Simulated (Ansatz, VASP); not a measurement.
**Rb: VASP beside Ansatz**

File INCAR:

```
SYSTEM = Rb
ALGO = Normal
EDIFF = 1E-7
EDIFFG = -0.01
ENCUT = 600
IBRION = 2
ISIF = 3
ISMEAR = -1
LASPH = .TRUE.
LCHARG = .FALSE.
LREAL = .FALSE.
LWAVE = .FALSE.
NELM = 80
NSW = 80
PREC = Accurate
SIGMA = 0.1
```

File KPOINTS:

```
k-points
0
G
  8 8 8
  0 0 0
```

File POSCAR:

```
Rb
1.0
    0.0000000000      3.5183295318      3.5183295318
    3.5183295318      0.0000000000      3.5183295318
    3.5183295318      3.5183295318      0.0000000000
Rb
1
Direct
    0.0000000000      0.0000000000      0.0000000000
```

Input for Ansatz:

```yaml
crystal:
  lattice:
    - [0.0, 3.5183295318, 3.5183295318]
    - [3.5183295318, 0.0, 3.5183295318]
    - [3.5183295318, 3.5183295318, 0.0]
  atoms:
    - { symbol: Rb, position: [0.0, 0.0, 0.0] }
hamiltonian:
  xc: lda
  pseudopotentials:
    kind: paw
    azcp:
      Rb: "pseudopotentials/Rb.paw.azcp"
basis:
  ecutwfc: 420
  fft_grid_basis: typed
kpoints:
  mp_grid: { grid: [8, 8, 8], shift: [0, 0, 0] }
magnetization:
  spin_polarized: false
scf:
  occupations: { method: fermi_dirac, width: 0.1 }
relax:
  max_steps: 60
  f_tol: 0.01
  cell: {}
```

Alike in both runs: task relaxation of cell and atoms; functional LDA; k mesh 8 × 8 × 8; occupations fermi-dirac, width 0.1 eV; no spin polarisation.

|  | VASP | Ansatz |
| --- | --- | --- |
| version | VASP 6.6.1 | Ansatz 0.2.0 |
| potentials or method | VASP PAW LDA potentials, release 64 (Rb_sv), cutoff 600 eV | plane waves (420 eV) with PAW, scalar-relativistic |
| valence electrons in the cell | 9 | 9 |

Ansatz gave:

```
relaxed volume (Å³/atom)                                     : 78.39
relaxed cell length with the largest relative difference (Å) : 4.804
```

Estimate VASP's values.

relaxed volume (Å³/atom): 77.74; relaxed cell length with the largest relative difference (Å): 4.791.

Ansatz warns that its potentials were made for another functional, while VASP's fit it. LDA's correlation is that of Perdew and Zunger in VASP and of Perdew and Wang (1992) in Ansatz.
